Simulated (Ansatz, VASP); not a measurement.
**One calculation of TiAl, two programs**

Contents of INCAR:

```
  PREC = Accurate
  ENCUT = 520
  EDIFF = 1E-7
  ISMEAR = 0
  SIGMA = 0.1
  LREAL = F
  LASPH = T
  NELM = 60
  ALGO = Normal
  ISIF = 2
  LWAVE = F
  LCHARG = F
  GGA = PS
  NBANDS = 14
```

File KPOINTS:

```
Automatic mesh
0
Gamma
  14 14 14
```

File POSCAR:

```
TiAl
1.0
    3.1244114766      0.0000000000      0.0000000000
    0.0000000000      3.1244114766      0.0000000000
    0.0000000000      0.0000000000      3.1244114766
Ti Al
1 1
Direct
    0.5000000000      0.5000000000      0.5000000000
    0.0000000000      0.0000000000      0.0000000000
```

Input for Ansatz:

```yaml
crystal:
  lattice:
    - [3.1244114766, 0.0, 0.0]
    - [0.0, 3.1244114766, 0.0]
    - [0.0, 0.0, 3.1244114766]
  atoms:
    - { symbol: Ti, position: [0.5, 0.5, 0.5] }
    - { symbol: Al, position: [0.0, 0.0, 0.0] }
basis:
  ecutwfc: 420
kpoints:
  mp_grid: { grid: [14, 14, 14] }
hamiltonian:
  xc: pbesol
scf:
  occupations: { method: gaussian, width: 0.1 }
output:
  forces: true
  stress: true
  eigenvalues: true
```

Alike in both runs: task single point; functional PBEsol; k mesh 14 × 14 × 14; occupations gaussian, width 0.1 eV; no spin polarisation.

```csv
,VASP,Ansatz
version,VASP 6.6.1,Ansatz 0.2.0
potentials or method,"VASP PAW PBE potentials, release 64 (Ti_sv, Al), cutoff 520 eV","scalar-relativistic, plane waves, PAW"
valence electrons in the cell,15,15
```

```tsv
	VASP	Ansatz	Ansatz less VASP
gap on the k mesh at the Fermi level (eV)	none	none	-
pressure (GPa)	3.9	3.8	-0.05
```

VASP's potentials were made for PBE, not for PBEsol. A gap of «none» marks a metal or a gap that the smearing closes.
